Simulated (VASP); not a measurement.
Wanted: the native input for a VASP 6.6.1 run.

```
Task                   : single point
Functional             : PBE
Potentials or basis    : VASP PAW PBE potentials, release 64 (Ca_sv, Mg, S)
Cutoff                 : 520 eV
k mesh                 : 3 × 3 × 1
Occupations            : gaussian, width 0.05 eV
Spin                   : no spin polarisation
Dipole correction      : no
Further INCAR settings : ALGO = Normal; EDIFF = 1e-07; NBANDS = 67
```

The structure of Ca10Mg2S lies in POSCAR:

```
Ca10Mg2S
1.0
    6.6066120000      0.0000000000      0.0000000000
    0.0000000000      6.2102690000      0.0000000000
    0.0000000000      0.0000000000     22.6012710000
Ca Mg S
10 2 1
Direct
    0.6504404039      0.5000000000      0.2074737669
    0.1556301126      0.5000000000      0.1130735807
    0.6781056400      0.5000000000      0.0442453000
    0.9893855064      0.0000000000      0.1952922379
    0.4956306125      0.0000000000      0.1204960350
    0.1010491231      0.5000000000      0.4629739732
    0.6223054206      0.5000000000      0.3717383600
    0.1546312454      0.5000000000      0.2843008306
    0.4986341492      0.0000000000      0.4606056234
    0.9865997328      0.0000000000      0.3605920806
    0.0000000000      0.0000000000      0.0442453000
    0.4878979100      0.0000000000      0.2887202022
    0.4961241418      0.5000000000      0.4856505022
```

The input as run:

INCAR

```
PREC = Accurate ; ENCUT = 520
EDIFF = 1E-7 ; ISMEAR = 0
SIGMA = 0.05 ; LREAL = False
LASPH = True ; NELM = 100
ALGO = Normal ; ISIF = 2
LWAVE = False ; LCHARG = False
GGA = PE ; NBANDS = 67
```

KPOINTS

```
Automatic mesh
0
Gamma
  3 3 1
```

Potentials or basis: VASP PAW PBE potentials, release 64 (Ca_sv, Mg, S).

Run with:

```bash
$ cat potpaw_PBE.64/Ca_sv/POTCAR potpaw_PBE.64/Mg/POTCAR potpaw_PBE.64/S/POTCAR > POTCAR
$ mpirun -np 1 vasp_std > vasp.out
```

It gave:

| Quantity | Value |
| --- | --- |
| Largest force | 0.331 eV/Å |
| Band gap on the k mesh | zero (band 55 reaches -0.10 eV, above the bottom of band 56 at -0.30 eV) |

Run time: 6.7 min on 1 thread of AMD EPYC 9R14 (Zen 4) (shared host), peak memory 0.83 GiB.
